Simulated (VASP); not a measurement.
Write the native input for VASP 6.6.1 that does the following.

| Property | Result |
| --- | --- |
| Task | relaxation of cell and atoms |
| Functional | PBEsol |
| Potentials or basis | VASP PAW PBE potentials, release 64 (Ni, O) |
| Cutoff | 600 eV |
| k mesh | 18 × 18 × 18 |
| Occupations | gaussian, width 0.1 eV |
| Spin | collinear spin, ferromagnetic start |
| Starting moments | [1.14, 0.2] μB |
| Target pressure | 2 GPa |
| Dipole correction | no |
| Further INCAR settings | ALGO = Normal; EDIFF = 1e-07; IBRION = 2; EDIFFG = -0.008; NSW = 70; ISIF = 3 |

The structure of NiO lies in POSCAR:

```
NiO
1.0
    0.0000000000      2.0449239991      2.0449239991
    2.0449239991      0.0000000000      2.0449239991
    2.0449239991      2.0449239991      0.0000000000
Ni O
1 1
Direct
    0.0000000000      0.0000000000      0.0000000000
    0.5000000000      0.5000000000      0.5000000000
```

The input as run:

INCAR

```
ALGO = Normal ; EDIFF = 1E-7
EDIFFG = -0.008 ; ENCUT = 600
GGA = PS ; IBRION = 2
ISIF = 3 ; ISMEAR = 0
ISPIN = 2 ; LASPH = True
LCHARG = False ; LMAXMIX = 4
LORBIT = 11 ; LREAL = False
LWAVE = False ; MAGMOM = 1.14 0.2
NELM = 150 ; NSW = 70
PREC = Accurate ; PSTRESS = 20.0
SIGMA = 0.1
```

KPOINTS

```
k-points
0
Gamma
  18 18 18
```

Potentials or basis: VASP PAW PBE potentials, release 64 (Ni, O).

The run is started by

```bash
$ cat potpaw_PBE.64/Ni/POTCAR potpaw_PBE.64/O/POTCAR > POTCAR
$ mpirun -np 1 vasp_std > vasp.out
```

Results of the run:

```
Pressure after relaxing                               : 2.0 GPa
Net moment                                            : 0.82 μB per cell
Site moments                                          : Ni +0.69; O +0.10 μB
Valence electrons inside the program's atomic spheres : Ni 9.17; O 4.95
```

Caveat: the relaxation stopped at its first step, so nothing moved; the cell is relaxed towards a set pressure, so the enthalpy falls and the energy may rise; the PAW data sets were made with another functional, which shifts forces and pressure a little; a cell with one magnetic atom can't hold antiferromagnetic order, which such compounds often take.

Wall time 54 s on 1 thread of Intel(R) Xeon(R) Platinum 8488C (Sapphire Rapids), with other jobs on the host, peak memory 0.22 GiB.
